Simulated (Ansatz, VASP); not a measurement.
SiO2 in VASP and in Ansatz

File INCAR:

```
SYSTEM = SiO2
PREC = Accurate
ENCUT = 520
EDIFF = 1E-6
ISMEAR = -1
SIGMA = 0.02
LREAL = .False.
LASPH = .True.
NELM = 100
ALGO = Normal
ISIF = 2
LWAVE = .False.
LCHARG = .False.
GGA = PE
IBRION = 2
NSW = 80
EDIFFG = -0.02
KPAR = 4
```

KPOINTS

```
regular mesh
0
Gamma
  5 5 4
  0 0 0
```

Contents of POSCAR:

```
SiO2
1.0
    4.9860000000      0.0000000000      0.0000000000
    0.0000000000      4.9860000000      0.0000000000
    0.0000000000      0.0000000000      6.9770000000
Si O
4 8
Direct
    0.2988200000      0.2988200000      0.0000000000
    0.2011800000      0.7988200000      0.2500000000
    0.7011800000      0.7011800000      0.5000000000
    0.7988200000      0.2011800000      0.7500000000
    0.2407800000      0.1017100000      0.1766300000
    0.3982900000      0.7407800000      0.4266300000
    0.7592200000      0.8982900000      0.6766300000
    0.6017100000      0.2592200000      0.9266300000
    0.7407800000      0.3982900000      0.5733700000
    0.8982900000      0.7592200000      0.3233700000
    0.2592200000      0.6017100000      0.0733700000
    0.1017100000      0.2407800000      0.8233700000
```

Input for Ansatz:

```yaml
crystal:
  lattice:
    - [4.986, 0.0, 0.0]
    - [0.0, 4.986, 0.0]
    - [0.0, 0.0, 6.977]
  atoms:
    - { symbol: Si, position: [0.29882, 0.29882, 0.0] }
    - { symbol: Si, position: [0.20118, 0.79882, 0.25] }
    - { symbol: Si, position: [0.70118, 0.70118, 0.5] }
    - { symbol: Si, position: [0.79882, 0.20118, 0.75] }
    - { symbol: O, position: [0.24078, 0.10171, 0.17663] }
    - { symbol: O, position: [0.39829, 0.74078, 0.42663] }
    - { symbol: O, position: [0.75922, 0.89829, 0.67663] }
    - { symbol: O, position: [0.60171, 0.25922, 0.92663] }
    - { symbol: O, position: [0.74078, 0.39829, 0.57337] }
    - { symbol: O, position: [0.89829, 0.75922, 0.32337] }
    - { symbol: O, position: [0.25922, 0.60171, 0.07337] }
    - { symbol: O, position: [0.10171, 0.24078, 0.82337] }
kpoints:
  mp_grid: { grid: [5, 5, 4] }
scf:
  occupations: { method: fermi_dirac, width: 0.02 }
hamiltonian:
  xc: pbe
  pseudopotentials: { kind: paw, frozen_core: stored }
output:
  forces: true
  stress: true
  populations: true
  efg: { quadrupole_moments_barn: { O: -0.02558 } }
relax:
  f_tol: 0.02
  max_steps: 60
```

Alike in both runs: task relaxation of the atoms; functional PBE; k mesh 5 × 5 × 4; occupations fermi-dirac, width 0.02 eV; no spin polarisation.

```csv
,VASP,Ansatz
version,VASP 6.6.1,Ansatz 0.2.0
potentials or method,"VASP PAW PBE potentials, release 64 (Si, O)","plane-wave PAW, scalar-relativistic"
plane-wave cutoff (eV),520,420
valence electrons in the cell,64,64
```

```tsv
	VASP	Ansatz	Ansatz less VASP
gap on the k mesh at the Fermi level, each at its own relaxed structure (eV)	5.61	5.61	+0.001
```

Ansatz's warnings: stress scf threshold loose.
